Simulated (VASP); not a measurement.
Set up this calculation in VASP 6.6.1, as the native input.

```yaml
Task: single point
Functional: PBE
Potentials_or_basis: VASP PAW PBE potentials, release 64 (Ca_sv, Zr_sv, N)
Cutoff: 520 eV
k_mesh: 6 × 6 × 4
Occupations: gaussian, width 0.1 eV
Spin: no spin polarisation
Dipole_correction: no
Further_INCAR_settings: ALGO = Normal; EDIFF = 1e-06; NBANDS = 34
```

The structure of CaZr2N3 lies in POSCAR:

```
CaZr2N3
1.0
    5.1324052800      0.0000000000      0.0000000000
   -2.5662026400      4.4447933500      0.0000000000
    0.0000000000      0.0000000000      3.9819353200
Ca Zr N
1 2 3
Direct
    0.0000000000      0.0000000000      0.0000000000
    0.3333333300      0.6666666700      0.0000000000
    0.6666666700      0.3333333300      0.0000000000
    0.5000000000      0.0000000000      0.5000000000
    0.5000000000      0.5000000000      0.5000000000
    0.0000000000      0.5000000000      0.5000000000
```

The cell was generated, and may not be a known phase.

These files were run (other wordings do the same):

INCAR

```
  PREC = Accurate
  ENCUT = 520
  EDIFF = 1E-6
  ISMEAR = 0
  SIGMA = 0.1
  LREAL = False
  LASPH = True
  NELM = 100
  ALGO = Normal
  ISIF = 2
  LWAVE = False
  LCHARG = True
  GGA = PE
  LELF = True
  LVHAR = True
  NBANDS = 34
```

KPOINTS

```
regular mesh
0
Gamma
  6 6 4
```

Potentials or basis: VASP PAW PBE potentials, release 64 (Ca_sv, Zr_sv, N).

The run is started by

```sh
$ cat potpaw_PBE.64/Ca_sv/POTCAR potpaw_PBE.64/Zr_sv/POTCAR potpaw_PBE.64/N/POTCAR > POTCAR
$ mpirun -np 1 vasp_std > vasp.out
```

Results of the run:

```yaml
Pressure: -8.8 GPa
Band_gap_on_the_k_mesh: zero (an odd number of electrons rules out a gap without spin polarisation)
```

Caveat: the k points lie up to 0.39 Å⁻¹ apart, too coarse for converged energies and pressures of a metal; an odd number of electrons without spin polarisation forces a metal; a magnetic or distorted state may lie lower.

It took 3 min on 1 thread of Intel Xeon 8259CL, on a shared host, peak memory 0.25 GiB.
